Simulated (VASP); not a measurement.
**TiGa4Se: single point with PBE**

Crystal: TiGa4Se.

```
Ti Ga Se
1.0
     4.06000    0.00000    0.00000
     0.00000    4.06000    0.00000
     0.00000    0.00000    6.75314
Ti Ga Se
1 4 1
Direct
  0.00000 0.00000 0.00000
  0.50000 0.00000 0.69755
  0.00000 0.50000 0.30245
  0.50000 0.00000 0.30245
  0.00000 0.50000 0.69755
  0.50000 0.50000 0.50000
```

The cell was generated, and may not be a known phase.

```yaml
Program: VASP 6.6.1
Task: single point
Functional: PBE
Potentials_or_basis: VASP PAW PBE potentials, release 64 (Ti_sv, Ga_d, Se)
Cutoff: 500 eV
k_mesh: 4 × 4 × 4
Occupations: gaussian, width 0.1 eV
Spin: collinear spin
Starting_moments: "[1.0, 0.0, 0.0, 0.0, 0.0, 0.0] μB"
```

| Property | Result |
| --- | --- |
| Pressure | 14.8 GPa |
| Largest force | 3.786 eV/Å |
| Band gap on the k mesh | zero (filled and empty bands overlap) |
| Net moment | 0.00 μB per cell |
| Valence electrons inside the program's atomic spheres | Ti 10.07; Ga 11.73; Se 4.10 |

Forces in eV/Å, atoms in the order of the input:
```
Ti   0.000  0.000  0.000
Ga   0.000  0.000  3.786
Ga   0.000  0.000 -3.786
Ga   0.000  0.000 -3.786
Ga   0.000  0.000  3.786
Se   0.000  0.000  0.000
```

Stress tensor (GPa, compression positive):
```
15.36  0.00  0.00
 0.00 15.36  0.00
 0.00  0.00 13.79
```

Levels at points of the mesh, in eV from the Fermi level:
Spin up:
| k point | band 32 | band 33 | band 34 | band 35 | band 36 | band 37 | band 38 | band 39 |
| --- | --- | --- | --- | --- | --- | --- | --- | --- |
| (0.00, 0.00, 0.00) | -1.71 | -1.20 | -1.20 | -0.99 | -0.12 | 0.58 | 1.03 | 1.94 |
| (0.50, 0.00, 0.00) | -2.12 | -1.65 | -0.51 | -0.07 | 0.35 | 0.59 | 1.35 | 1.61 |
| (0.50, 0.50, 0.00) | -2.35 | -2.35 | -2.29 | -1.37 | 1.10 | 1.10 | 1.15 | 1.31 |
| (0.00, 0.00, 0.50) | -2.05 | -1.57 | -0.59 | -0.59 | -0.24 | -0.03 | -0.03 | 1.03 |
| (0.50, 0.00, 0.50) | -1.99 | -1.61 | -0.65 | -0.57 | 0.15 | 1.29 | 1.81 | 1.98 |
| (0.50, 0.50, 0.50) | -3.26 | -2.10 | -2.10 | -0.24 | 0.70 | 1.15 | 1.68 | 2.22 |
Spin down:
```
           k point  band 33  band 34  band 35  band 36  band 37  band 38
(0.00, 0.00, 0.00)    -1.20    -1.20    -0.99    -0.12     0.58     1.03
(0.50, 0.00, 0.00)    -1.65    -0.51    -0.07     0.35     0.59     1.35
(0.50, 0.50, 0.00)    -2.35    -2.29    -1.37     1.10     1.10     1.15
(0.00, 0.00, 0.50)    -1.57    -0.59    -0.59    -0.24    -0.03    -0.03
(0.50, 0.00, 0.50)    -1.61    -0.65    -0.57     0.15     1.29     1.81
(0.50, 0.50, 0.50)    -2.10    -2.10    -0.23     0.70     1.15     1.68
```

Wall time 3.6 min on 1 thread of Oxide Virtual Turin-like Processor (shared host), peak memory 0.28 GiB.

Caveat: the k points lie up to 0.39 Å⁻¹ apart; forces of over 1 eV/Å act on the atoms, so gaps and moduli don't describe the material at rest.
